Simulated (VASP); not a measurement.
Sr2CaN2, 5 atoms in the cell. The typed cell holds 5 atoms: a = 3.802 Å, b = 3.802 Å, c = 9.526 Å, α = 90.00°, β = 90.00°, γ = 120.00°.  This cell differs from its parent crystal: atoms moved at random.

```yaml
Program: VASP 6.6.1
Task: single point
Functional: PBE
Potentials_or_basis: VASP PAW PBE potentials, release 64 (Sr_sv, Ca_sv, N)
Cutoff: 520 eV
k_mesh: 8 × 8 × 3
Occupations: fermi-dirac, width 0.05 eV
Spin: no spin polarisation
Dipole_correction: no
Further_INCAR_settings: ALGO = Normal; EDIFF = 1e-06; NBANDS = 28
```

Potentials or basis: VASP PAW PBE potentials, release 64 (Sr_sv, Ca_sv, N).

Launch:

```sh
$ cat potpaw_PBE.64/Sr_sv/POTCAR potpaw_PBE.64/Ca_sv/POTCAR potpaw_PBE.64/N/POTCAR > POTCAR
$ mpirun -np 1 vasp_std > vasp.out
```

Hardware: 1 thread of AMD EPYC 7571, with other jobs on the host.

Q: Estimate the wall time of this run.

A: It took 10 min on 1 thread of AMD EPYC 7571, with other jobs on the host, peak memory 0.42 GiB. Counts: scf iterations 17, k points 98.
